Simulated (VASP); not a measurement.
Set up this calculation in VASP 6.6.1, as the native input.

```yaml
Task: electric field gradients
Functional: LDA
Potentials_or_basis: VASP PAW LDA potentials, release 64 (Ti_sv)
Cutoff: 400 eV
k_mesh: 15 × 15 × 15
Occupations: fermi-dirac, width 0.05 eV
Spin: no spin polarisation
Dipole_correction: no
Further_INCAR_settings: ALGO = Normal; EDIFF = 1e-08; NBANDS = 12
```

The structure of Ti lies in POSCAR:

```
Ti
1.0
    0.0000000000      2.0503000000      2.0300000000
    2.0503000000      0.0000000000      2.0300000000
    2.0503000000      2.0503000000      0.0000000000
Ti
1
Direct
    0.0000000000      0.0000000000      0.0000000000
```

This cell differs from its parent crystal: equal xx and yy strain of +1 %.

One way to write it, as run:

INCAR

```
  PREC = Accurate
  ENCUT = 400
  EDIFF = 1E-8
  ISMEAR = -1
  SIGMA = 0.05
  LREAL = F
  LASPH = T
  NELM = 120
  ALGO = Normal
  ISIF = 2
  LWAVE = F
  LCHARG = F
  GGA = CA
  LEFG = T
  NBANDS = 12
  GGA_COMPAT = F
```

KPOINTS

```
regular mesh
0
Gamma
  15 15 15
```

Potentials or basis: VASP PAW LDA potentials, release 64 (Ti_sv).

Command:

```console
$ cat potpaw_LDA.64/Ti_sv/POTCAR > POTCAR
$ mpirun -np 1 vasp_std > vasp.out
```

It gave:

```json
{
  "Pressure": "-7.7 GPa",
  "Band gap on the k mesh": "zero (bands 6 and 7 overlap by 1.12 eV)",
  "Largest electric field gradient by atom": "Ti +0.6 V/Å²"
}
```

Caveat: the cell differs from its parent crystal (equal xx and yy strain of +1 %); the cell stands under tension; without QUAD_EFG the Cq values of the log hold for a quadrupole moment of 1 mb, not for the nuclei.

Run time: 78 s on 1 thread of AMD EPYC 7R43 64-Core Processor (Zen 3), with other jobs on the host, peak memory 0.11 GiB.
